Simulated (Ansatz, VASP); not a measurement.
# One calculation of Na, two programs

```xyz
4
Lattice="3.6504 0.0000 0.0000 -1.8252 3.1613 0.0000 0.0000 0.0000 12.3679" Properties=species:S:1:pos:R:3 pbc="T T T"
Na    1.8252    1.0538    9.2759
Na    0.0000    0.0000    6.1839
Na    0.0000    2.1075    3.0920
Na    0.0000    0.0000    0.0000
```

Alike in both runs: task single point; functional r2SCAN; k mesh 8 × 8 × 3; occupations fermi-dirac, width 0.05 eV; no spin polarisation.

|  | VASP | Ansatz |
| --- | --- | --- |
| version | VASP 6.6.1 | Ansatz 0.2.0 |
| potentials or method | VASP PAW PBE potentials, release 64 (Na_pv) | Ansatz PAW |
| plane-wave cutoff (eV) | 520 | 500 |
| valence electrons in the cell | 28 | 36 |

Ansatz gave:

- gap on the k mesh at the Fermi level (eV): none
- pressure (GPa): 0.5
- traceless stress, the component that is largest in VASP (GPa): -0.76

Q: What did VASP give for the same quantities?

A: gap on the k mesh at the Fermi level (eV): none; pressure (GPa): 0.5; traceless stress, the component that is largest in VASP (GPa): -0.69.

VASP's potentials were made for PBE, not for r2SCAN. A gap of «none» marks a metal or a gap that the smearing closes. VASP's potentials hold 28 valence electrons a cell and Ansatz's 36, so a difference there can come from the potentials and not from the codes.
